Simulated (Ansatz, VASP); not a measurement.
# BeTe in VASP and in Ansatz

INCAR

```
PREC = Accurate ; ENCUT = 520
EDIFF = 1E-6 ; ISMEAR = 0
SIGMA = 0.01 ; LREAL = False
LASPH = True ; NELM = 150
ALGO = Normal ; ISIF = 2
LWAVE = False ; LCHARG = True
MAGMOM = 0 0 0 0 0 0 ; LORBIT = 11
LSORBIT = True ; GGA_COMPAT = False
LORBMOM = True ; GGA = PS
LVHAR = True ; NBANDS = 20
```

Contents of KPOINTS:

```
regular mesh
0
Gamma
  8 8 8
```

File POSCAR:

```
BeTe
1.0
    2.7145135738      2.7145135738      0.0000000000
   -2.7145135738      2.7145135738      0.0000000000
    0.0000000000      2.7145135738      2.7145135738
Be Te
1 1
Direct
    0.0000000000      0.0000000000      0.0000000000
    0.7500000000      0.2500000000      0.5000000000
```

Input for Ansatz:

```yaml
crystal:
  lattice:
    - [2.71451357376, 2.71451357376, 0.0]
    - [-2.71451357376, 2.71451357376, 0.0]
    - [0.0, 2.71451357376, 2.71451357376]
  atoms:
    - { symbol: Be, position: [0.0, 0.0, 0.0] }
    - { symbol: Te, position: [0.75, 0.25, 0.5] }
kpoints:
  mp_grid: { grid: [8, 8, 8] }
scf:
  occupations: { method: fixed }
  convergence: { dr2_threshold: 1.0e-10 }
hamiltonian:
  xc: pbesol
  pseudopotentials: { kind: all_electron, lapw: { basis_error: 0.0005 } }
magnetization:
  noncollinear: true
  spin_orbit: true
output:
  forces: true
  stress: true
  eigenstates:
    kpoints:
      - [0.0, 0.0, 0.0]
      - [-0.5, 0.5, 0.0]
      - [-0.5, -0.5, -0.5]
      - [0.0, 0.0, -0.5]
      - [0.0, -0.5, -0.5]
      - [0.0, 0.5, 0.0]
      - [-0.5, 0.0, 0.0]
      - [-0.5, 0.0, -0.5]
  eigenvalues: true
```

Alike in both runs: task single point; functional PBEsol; k mesh 8 × 8 × 8; non-collinear spin, spin-orbit coupling.

|  | VASP | Ansatz |
| --- | --- | --- |
| version | VASP 6.6.1 | Ansatz 0.2.0 |
| potentials or method | VASP PAW PBE potentials, release 64 (Be, Te), cutoff 520 eV | all-electron LAPW |
| occupations | gaussian, width 0.01 eV | fixed |

```tsv
	VASP	Ansatz	Ansatz less VASP
pressure (GPa)	7.4	7.0	-0.41
```

VASP's potentials were made for PBE, not for PBEsol. Ansatz ran all-electron here, and VASP with PAW potentials.
